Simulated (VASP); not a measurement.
Write the native input for VASP 6.6.1 that does the following.

* Task: single point
* Functional: PBE
* Potentials or basis: VASP PAW PBE potentials, release 64 (Cu, O)
* Cutoff: 520 eV
* k mesh: 8 × 8 × 6
* Occupations: fermi-dirac, width 0.05 eV
* Spin: no spin polarisation
* Dipole correction: no
* Further INCAR settings: ALGO = Normal; EDIFF = 1e-06; NBANDS = 25

The structure of CuO lies in POSCAR:

```
CuO
1.0
    3.1965258844      0.0000000000      0.0000000000
    0.0000000000      3.1965258844      0.0000000000
    0.0000000000      0.0000000000      4.6803243692
Cu O
2 2
Direct
    0.0000000000      0.0000000000      0.0000000000
    0.5000000000      0.5000000000      0.0000000000
    0.5000000000      0.0000000000      0.2670000000
    0.0000000000      0.5000000000      0.7330000000
```

One way to write it, as run:

INCAR

```
PREC = Accurate
ENCUT = 520
EDIFF = 1E-6
ISMEAR = -1
SIGMA = 0.05
LREAL = False
LASPH = True
NELM = 60
ALGO = Normal
ISIF = 2
LWAVE = False
LCHARG = True
GGA = PE
LELF = True
LVHAR = True
NBANDS = 25
```

KPOINTS

```
regular mesh
0
Gamma
  8 8 6
```

Potentials or basis: VASP PAW PBE potentials, release 64 (Cu, O).

Run with:

```console
$ cat potpaw_PBE.64/Cu/POTCAR potpaw_PBE.64/O/POTCAR > POTCAR
$ mpirun -np 1 vasp_std > vasp.out
```

Results of the run:

```
Pressure               : 13.9 GPa
Largest force          : 1.052 eV/Å
Band gap on the k mesh : zero (band 17 reaches 3.31 eV, above the bottom of band 18 at 2.47 eV)
```

Caveat: semilocal functionals often make such compounds metallic where correlation or magnetic order opens a gap, which also shifts bond lengths; forces of over 1 eV/Å act on the atoms, so gaps and moduli don't describe the material at rest.

It took 25 s on 1 thread of Intel(R) Xeon(R) 6975P-C (Granite Rapids), on a shared host, peak memory 0.19 GiB.
